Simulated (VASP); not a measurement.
# SiB2 (P4/mmm) in VASP: a series of runs

The runs below take SiB2 through relaxation of cell and atoms, single point, with PBE.

Program: VASP 6.6.1. These are calculated values, not measurements. Logs are shortened: lines on timing, memory, paths and dates and some standing lists are left out, and cuts for length are marked.

**1. The cell of the first run**

The structure is tetragonal, space group P4/mmm (No. 123). Conventional cell: a = 3.026 Å, b = 3.026 Å, c = 3.317 Å, α = 90.00°, β = 90.00°, γ = 90.00°. Si (site symmetry 4/mmm) has 16 B at 2.34 to 3.20 Å and 6 Si at 3.03 to 3.32 Å within 3.4 Å. Within 1.9 Å of B (site symmetry 4mm) lie 2 B at 1.45 to 1.87 Å.

The cell was generated, and may not be a known phase.

**2. Relaxation of cell and atoms, PBE**

INCAR

```
SYSTEM = SiB2
PREC = Accurate
ENCUT = 600
EDIFF = 1E-6
ISMEAR = 0
SIGMA = 0.1
LREAL = .False.
LASPH = .True.
NELM = 60
ALGO = Normal
ISIF = 3
LWAVE = .False.
LCHARG = .False.
GGA = PE
IBRION = 2
NSW = 90
EDIFFG = -0.04
```

KPOINTS

```
regular mesh
0
Gamma
  6 6 6
  0 0 0
```

POSCAR

```
SiB2
1.0
    3.0257926400      0.0000000000      0.0000000000
    0.0000000000      3.0257926400      0.0000000000
    0.0000000000      0.0000000000      3.3174185700
Si B
1 2
Direct
    0.0000000000      0.0000000000      0.5000000000
    0.5000000000      0.5000000000      0.7819589700
    0.5000000000      0.5000000000      0.2180410300
```

Potentials or basis: VASP PAW PBE potentials, release 64 (Si, B).

Command:

```sh
> cat potpaw_PBE.64/Si/POTCAR potpaw_PBE.64/B/POTCAR > POTCAR
> mpirun -np 1 vasp_std > vasp.out
```

OUTCAR:

```text
SYSTEM = SiB2
   PREC = Accurate
   ENCUT = 600
   EDIFF = 1E-6
   ISMEAR = 0
   LREAL = .False.
   LASPH = .True.
   NELM = 60
   ISIF = 3
   GGA = PE
   IBRION = 2
   NSW = 90
   EDIFFG = -0.04

 ion  position               nearest neighbor table
   1  0.000  0.000  0.500-   2 2.34   3 2.34   2 2.34   3 2.34   2 2.34   3 2.34   2 2.34   3 2.34

   2  0.500  0.500  0.782-   3 1.45   3 1.87   1 2.34   1 2.34   1 2.34   1 2.34
   3  0.500  0.500  0.218-   2 1.45   2 1.87   1 2.34   1 2.34   1 2.34   1 2.34

  LATTYP: Found a simple tetragonal cell.
 ALAT       =     3.0257926400
 C/A-ratio  =     1.0963800117

  Lattice vectors:

 A1 = (   3.0257926400,   0.0000000000,   0.0000000000)
 A2 = (   0.0000000000,   3.0257926400,   0.0000000000)
 A3 = (   0.0000000000,   0.0000000000,   3.3174185700)

Analysis of symmetry for initial positions (statically):
=====================================================================
 Subroutine PRICEL returns:
 Original cell was already a primitive cell.

 Routine SETGRP: Setting up the symmetry group for a
 simple tetragonal supercell.

 Subroutine GETGRP returns: Found 16 space group operations
 (whereof 16 operations were pure point group operations)
 out of a pool of 16 trial point group operations.

The static configuration has the point symmetry D_4h.

Analysis of symmetry for dynamics (positions and initial velocities):
=====================================================================
 Subroutine PRICEL returns:
 Original cell was already a primitive cell.

 Routine SETGRP: Setting up the symmetry group for a
 simple tetragonal supercell.

 Subroutine GETGRP returns: Found 16 space group operations
 (whereof 16 operations were pure point group operations)
 out of a pool of 16 trial point group operations.

The dynamic configuration has the point symmetry D_4h.

 Subroutine INISYM returns: Found 16 space group operations
 (whereof 16 operations are pure point group operations),
 and found     1 'primitive' translations

----------------------------------------------------------------------------------------

                                     Primitive cell

  volume of cell :      30.3724

  direct lattice vectors                    reciprocal lattice vectors
     3.025792640  0.000000000  0.000000000     0.330491914  0.000000000  0.000000000
     0.000000000  3.025792640  0.000000000     0.000000000  0.330491914  0.000000000
[... 116 lines left out ...]
   LEPSILON=     F    determine dielectric tensor
   LRPA    =     F    only Hartree local field effects (RPA)
 conjugate gradient relaxation of ions
 non-spin polarized calculation
 Gauss-broadening in eV      SIGMA  =   0.10
  energy-cutoff  :      600.00
  volume of cell :       30.37
 maximum number of plane-waves:      1048
   NGX = 13   NGY = 13   NGZ = 13

--------------------------------------- Ionic step        1  -------------------------------------------

 number of electron      10.0000000 magnetization

 Free energy of the ion-electron system (eV)
  ---------------------------------------------------
  ext. energy  EPLUGINS =         0.00000000
  ---------------------------------------------------
  free energy    TOTEN  =       -15.96504546 eV

  energy without entropy =      -15.95743486  energy(sigma->0) =      -15.96124016

------------------------ aborting loop because EDIFF is reached ----------------------------------------

  FORCE on cell =-STRESS in cart. coord.  units (eV):
  Direction    XX          YY          ZZ          XY          YZ          ZX
  --------------------------------------------------------------------------------------
  -------------------------------------------------------------------------------------
  Total       -1.2868219     -1.2868219      4.4669372      0.0000000     -0.0000000      0.0000000
  in kB      -67.8813448    -67.8813448    235.6361062      0.0000000     -0.0000000      0.0000000
  external PRESSURE =      33.2911389 kB  Pullay stress =       0.0000000 kB
[... 92 lines left out ...]
  FREE ENERGIE OF THE ION-ELECTRON SYSTEM (eV)
  ---------------------------------------------------
  free  energy   TOTEN  =       -16.6378863771 eV

  energy  without entropy=      -16.6350406389  energy(sigma->0) =      -16.63646351

[... ionic steps 4 to 18 ...]

--------------------------------------- Ionic step       19  -------------------------------------------

 number of electron      10.0000000 magnetization

------------------------ aborting loop because EDIFF is reached ----------------------------------------
[... 69 lines left out ...]
--------------------------------------- Ionic step       21  -------------------------------------------

 number of electron      10.0000000 magnetization

 Free energy of the ion-electron system (eV)
  ---------------------------------------------------
  ext. energy  EPLUGINS =         0.00000000
  ---------------------------------------------------
  free energy    TOTEN  =       -16.72018235 eV

  energy without entropy =      -16.71314365  energy(sigma->0) =      -16.71666300

 E-fermi :   7.9612     XC(G=0): -11.3712

 val. band max:        7.9482668518   @ k =   0.5000   0.1667   0.0000
 cond. band min:       7.9631562235   @ k =   0.1667   0.0000   0.3333
 fundamental gap:      0.0148893717
 Fermi energy:         7.9611903374

 k-point     1 :       0.0000    0.0000    0.0000
  band No.  band energies     occupation
      1      -7.1198      2.00000
      2       2.6193      2.00000
      3       5.1669      2.00000
      4       5.1669      2.00000
      5       6.5858      2.00000
      6       8.5752      0.00000
      7      11.6545      0.00000
      8      15.5857      0.00000
      9      15.5857      0.00000
[... 265 lines left out ...]
 k-point    24 :       0.5000    0.0000    0.3333
  band No.  band energies     occupation
      1      -3.1449      2.00000
      2      -1.6915      2.00000
      3       1.0109      2.00000
      4       3.8895      2.00000
      5       8.2602      0.00002
      6      12.6704      0.00000
      7      12.8113      0.00000
      8      13.0195      0.00000
      9      14.0386      0.00000

 [... further k-points ...]

------------------------ aborting loop because EDIFF is reached ----------------------------------------

  FORCE on cell =-STRESS in cart. coord.  units (eV):
  Direction    XX          YY          ZZ          XY          YZ          ZX
  --------------------------------------------------------------------------------------
  -------------------------------------------------------------------------------------
  Total        0.0971244      0.0971244     -0.0142112      0.0000000      0.0000000      0.0000000
  in kB        5.2688612      5.2688612     -0.7709380      0.0000000      0.0000000      0.0000000
  external PRESSURE =       3.2555948 kB  Pullay stress =       0.0000000 kB
[... 18 lines left out ...]
  FREE ENERGIE OF THE ION-ELECTRON SYSTEM (eV)
  ---------------------------------------------------
  free  energy   TOTEN  =       -16.7201823489 eV

  energy  without entropy=      -16.7131436533  energy(sigma->0) =      -16.71666300

 reached required accuracy - stopping structural energy minimisation
```

Wall time 54 s (1 thread of AMD EPYC 9R45 (Zen 5), shared host); peak memory 0.12 GiB.

What came out:

- Free energy: -16.7202 eV
- Relaxed volume: 9.84 Å³/atom
- Relaxed cell: a = 3.009 Å, b = 3.009 Å, c = 3.261 Å, α = 90.00°, β = 90.00°, γ = 90.00°
- Space group after relaxing (to 0.1 Å): P4/mmm (No. 123)
- Pressure after relaxing: 0.3 GPa
- Largest force after relaxing: 0.024 eV/Å
- Band gap on the k mesh: zero (bands 5 and 6 overlap by 3.71 eV)

Forces in eV/Å, atoms in the order of the input:
```
Si   0.000  0.000  0.000
B    0.000  0.000  0.024
B    0.000  0.000 -0.024
```

Final structure:
```
CELL_PARAMETERS angstrom
3.00945 0.00000 0.00000
0.00000 3.00945 0.00000
0.00000 0.00000 3.26097
ATOMIC_POSITIONS crystal
Si 0.00000 0.00000 0.50000
B 0.50000 0.50000 0.74872
B 0.50000 0.50000 0.25128
```

**3. Single point, PBE**

This run uses another cell than the first one, of 10.01 Å³/atom.

INCAR

```
PREC = Accurate ; ENCUT = 520
EDIFF = 1E-6 ; ISMEAR = 0
SIGMA = 0.1 ; LREAL = F
LASPH = T ; NELM = 60
ALGO = Normal ; ISIF = 2
LWAVE = F ; LCHARG = F
GGA = PE ; NBANDS = 12
```

KPOINTS

```
Automatic mesh
0
Gamma
  16 16 14
```

POSCAR

```
SiB2
1.0
    3.0551199319      0.0000000000      0.0000000000
    0.0000000000      3.0551199319      0.0000000000
    0.0000000000      0.0000000000      3.2167571988
Si B
1 2
Direct
    0.0000000000      0.0000000000      0.5000000000
    0.5000000000      0.5000000000      0.7480779380
    0.5000000000      0.5000000000      0.2519220620
```

Potentials or basis: VASP PAW PBE potentials, release 64 (Si, B).

Command:

```sh
> cat potpaw_PBE.64/Si/POTCAR potpaw_PBE.64/B/POTCAR > POTCAR
> mpirun -np 1 vasp_std > vasp.out
```

Run time: 47 s. Hardware: 1 thread of AMD EPYC 9R45 (Zen 5), shared host; peak memory 0.2 GiB.

It converged, with:

* Free energy: -16.7592 eV
* Pressure: 0.0 GPa
* Largest force: 0.011 eV/Å
* Band gap on the k mesh: zero (bands 5 and 6 overlap by 4.05 eV)

Forces in eV/Å, atoms in the order of the input:
```
Si   0.000  0.000  0.000
B    0.000  0.000  0.011
B    0.000  0.000 -0.011
```

Levels at points of the mesh, in eV from the Fermi level:
| k point | band 1 | band 2 | band 3 | band 4 | band 5 | band 6 | band 7 | band 8 | band 9 | band 10 |
| --- | --- | --- | --- | --- | --- | --- | --- | --- | --- | --- |
| (0.00, 0.00, 0.00) | -14.95 | -5.28 | -3.01 | -3.01 | -0.88 | 0.01 | 3.58 | 7.83 | 7.83 | 9.78 |
| (0.50, 0.00, 0.00) | -11.97 | -10.83 | -4.50 | -1.26 | 1.16 | 3.19 | 3.57 | 4.15 | 4.58 | 6.16 |
| (0.50, 0.50, 0.00) | -9.53 | -7.76 | -7.76 | -6.14 | -3.94 | 4.30 | 4.30 | 4.95 | 6.78 | 8.78 |
| (0.00, 0.00, 0.50) | -13.23 | -10.19 | -0.95 | -0.95 | 0.91 | 1.83 | 1.97 | 1.97 | 5.23 | 10.50 |
| (0.50, 0.00, 0.50) | -10.50 | -8.77 | -7.92 | -5.42 | 1.06 | 3.34 | 4.72 | 4.77 | 6.95 | 7.45 |
| (0.50, 0.50, 0.50) | -8.32 | -6.31 | -5.77 | -5.77 | -4.05 | -2.28 | -2.28 | -1.10 | 13.40 | 13.67 |

**4. Relaxation of cell and atoms, PBE**

This run uses another cell than the first one, of 9.89 Å³/atom.

INCAR

```
PREC     = Accurate       # precision mode
ENCUT    = 600            # plane-wave cutoff, eV
EDIFF    = 1E-6           # SCF threshold, eV
ISMEAR   = 0              # smearing method
SIGMA    = 0.1            # smearing width, eV
LREAL    = F              # projectors in reciprocal space
LASPH    = T              # aspherical terms in the spheres
NELM     = 80             # most SCF steps
ALGO     = Normal         # electronic algorithm
ISIF     = 3              # what is computed and relaxed
LWAVE    = F              # write WAVECAR
LCHARG   = F              # write CHGCAR
GGA      = PE             # functional
IBRION   = 2              # ionic algorithm
NSW      = 100            # ionic steps
EDIFFG   = -0.01          # ionic threshold
```

KPOINTS

```
regular mesh
0
Gamma
  16 16 14
```

POSCAR

```
SiB2
1.0
    3.0195430694      0.0000000000      0.0000000000
    0.0000000000      3.0195430694      0.0000000000
    0.0000000000      0.0000000000      3.2536770307
Si B
1 2
Direct
    0.0000000000      0.0000000000      0.5000000000
    0.5000000000      0.5000000000      0.7486736111
    0.5000000000      0.5000000000      0.2513263889
```

Command:

```sh
> cat potpaw_PBE.64/Si/POTCAR potpaw_PBE.64/B/POTCAR > POTCAR
> mpirun -np 1 vasp_std > vasp.out
```

Run time: 3.5 min. Hardware: 1 thread of AMD EPYC 9R45 (Zen 5), shared host; peak memory 0.22 GiB.

The run converged. Its results:

| Item | Value |
| --- | --- |
| Free energy | -16.7608 eV |
| Relaxed volume | 10.01 Å³/atom |
| Relaxed cell | a = 3.056 Å, b = 3.056 Å, c = 3.215 Å, α = 90.00°, β = 90.00°, γ = 90.00° |
| Space group after relaxing (to 0.1 Å) | P4/mmm (No. 123) |
| Energy gained by relaxing | 1.1 meV/atom |
| Ionic steps | 13 |
| Pressure after relaxing | 0.0 GPa |
| Largest force after relaxing | 0.003 eV/Å |
| Band gap on the k mesh | zero (bands 5 and 6 overlap by 4.06 eV) |

Forces on the atoms (eV/Å):
```
Si   0.000  0.000  0.000
B    0.000  0.000  0.003
B    0.000  0.000 -0.003
```

Stress tensor (GPa, compression positive):
```
-0.02  0.00  0.00
 0.00 -0.02  0.00
 0.00  0.00  0.07
```

Step by step:
| step | energy change (eV) | largest force (eV/Å) | pressure (GPa) | volume (Å³) |
| --- | --- | --- | --- | --- |
| 1 | 0.0000 | 0.1344 | 0.54 | 29.67 |
| 2 | 0.0004 | 0.2892 | -0.01 | 29.81 |
| 3 | -0.0005 | 0.0453 | 0.29 | 29.73 |
| 4 | -0.0011 | 0.0254 | -0.10 | 29.83 |
| 5 | -0.0018 | 0.0162 | -1.18 | 30.15 |
| 6 | -0.0020 | 0.0150 | -1.17 | 30.17 |
| 7 | -0.0024 | 0.0138 | -1.10 | 30.21 |
| 8 | -0.0024 | 0.0184 | -0.90 | 30.30 |
| 9 | -0.0025 | 0.0139 | -0.99 | 30.26 |
| 10 | -0.0027 | 0.0051 | -0.80 | 30.21 |
| 11 | -0.0031 | 0.0227 | -0.21 | 30.08 |
| 12 | -0.0032 | 0.0318 | -0.01 | 30.04 |
| 13 | -0.0032 | 0.0033 | 0.01 | 30.03 |

Final structure:
```yaml
crystal:
  lattice:
    - [3.05596, 0.00000, 0.00000]
    - [0.00000, 3.05596, 0.00000]
    - [0.00000, 0.00000, 3.21547]
  atoms:
    - { symbol: Si, position: [0.00000, 0.00000, 0.50000] }
    - { symbol: B, position: [0.50000, 0.50000, 0.74811] }
    - { symbol: B, position: [0.50000, 0.50000, 0.25189] }
```

Levels at points of the mesh, in eV from the Fermi level:
```tsv
k point	band 2	band 3	band 4	band 5	band 6	band 7	band 8	band 9
(0.00, 0.00, 0.00)	-5.28	-3.02	-3.02	-0.86	0.00	3.57	7.83	7.83
(0.50, 0.00, 0.00)	-10.83	-4.51	-1.27	1.17	3.20	3.56	4.14	4.57
(0.50, 0.50, 0.00)	-7.76	-7.76	-6.14	-3.94	4.31	4.31	4.95	6.79
(0.00, 0.00, 0.50)	-10.19	-0.95	-0.95	0.90	1.81	1.96	1.96	5.23
(0.50, 0.00, 0.50)	-8.76	-7.93	-5.43	1.06	3.34	4.71	4.76	6.94
(0.50, 0.50, 0.50)	-6.32	-5.77	-5.77	-4.05	-2.28	-2.28	-1.11	13.40
```

**5. The runs side by side**

| task | cell | k mesh | cutoff (eV) | gap on the mesh (eV) | pressure (GPa) | relaxed volume (Å³/atom) | largest force (eV/Å) |
| --- | --- | --- | --- | --- | --- | --- | --- |
| relaxation of cell and atoms | relaxed from a = 3.026, b = 3.026, c = 3.317 Å, 3 atoms, atomic positions A | 6 × 6 × 6 | 600 | none | 0.3 | 9.84 | 0.02 |
| single point | a = 3.055, b = 3.055, c = 3.217 Å, 3 atoms, atomic positions B | 16 × 16 × 14 | 520 | none | 0.0 | - | 0.01 |
| relaxation of cell and atoms | relaxed from a = 3.020, b = 3.020, c = 3.254 Å, 3 atoms, atomic positions C | 16 × 16 × 14 | 600 | none | 0.0 | 10.01 | - |

Alike in all rows: level PBE; potentials or basis VASP PAW PBE potentials, release 64 (Si, B); no spin polarisation; smearing gaussian 0.1 eV.

Absolute energies hang on the potentials; compare differences alone.
